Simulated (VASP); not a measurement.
The system is NiSb.

```
Ni Sb
1.0
     3.97566    0.00000    0.00000
    -1.98783    3.44302    0.00000
     0.00000    0.00000    5.15685
Ni Sb
2 2
Direct
  0.00000 0.00000 0.00000
  0.00000 0.00000 0.50000
  0.33333 0.66667 0.25000
  0.66667 0.33333 0.75000
```

- Program: VASP 6.6.1
- Task: relaxation of cell and atoms
- Functional: PBE
- Dispersion: D3(BJ)
- Potentials or basis: VASP PAW PBE potentials, release 64 (Ni, Sb)
- Cutoff: 600 eV
- k mesh: 12 × 12 × 8
- Occupations: gaussian, width 0.1 eV
- Spin: no spin polarisation

At the start: pressure -4.5 GPa; volume 17.65 Å³/atom.

Q: Where does the relaxation end?

A: Over 16 steps the energy falls by 10.5 meV/atom and the volume is 16.96 Å³/atom (-3.9 %); space group P6_3/mmc (No. 194, to 0.1 Å) before and after.

The path:
```csv
step,energy change (eV),largest force (eV/Å),pressure (GPa),volume (Å³)
1,0.0000,0.0000,-4.45,70.59
2,-0.0156,0.0000,4.20,65.70
3,-0.0418,0.0000,0.04,67.76
4,-0.0418,0.0000,-0.01,67.82
5,-0.0419,0.0000,-0.03,67.82
6,-0.0419,0.0000,-0.06,67.82
7,-0.0419,0.0000,-0.05,67.83
8,-0.0419,0.0000,0.14,67.83
9,-0.0419,0.0000,-0.12,67.90
10,-0.0419,0.0000,-0.19,67.86
11,-0.0419,0.0000,-0.11,67.84
12,-0.0419,0.0000,-0.13,67.83
13,-0.0419,0.0000,-0.10,67.83
14,-0.0419,0.0000,0.15,67.83
15,-0.0419,0.0000,-0.18,67.83
16,-0.0419,0.0000,-0.02,67.83
```

Final structure:
```yaml
crystal:
  lattice:
    - [3.91744, 0.00000, 0.00000]
    - [-1.95872, 3.39260, 0.00000]
    - [0.00000, 0.00000, 5.10366]
  atoms:
    - { symbol: Ni, position: [0.00000, 0.00000, 0.00000] }
    - { symbol: Ni, position: [0.00000, 0.00000, 0.50000] }
    - { symbol: Sb, position: [0.33333, 0.66667, 0.25000] }
    - { symbol: Sb, position: [0.66667, 0.33333, 0.75000] }
```
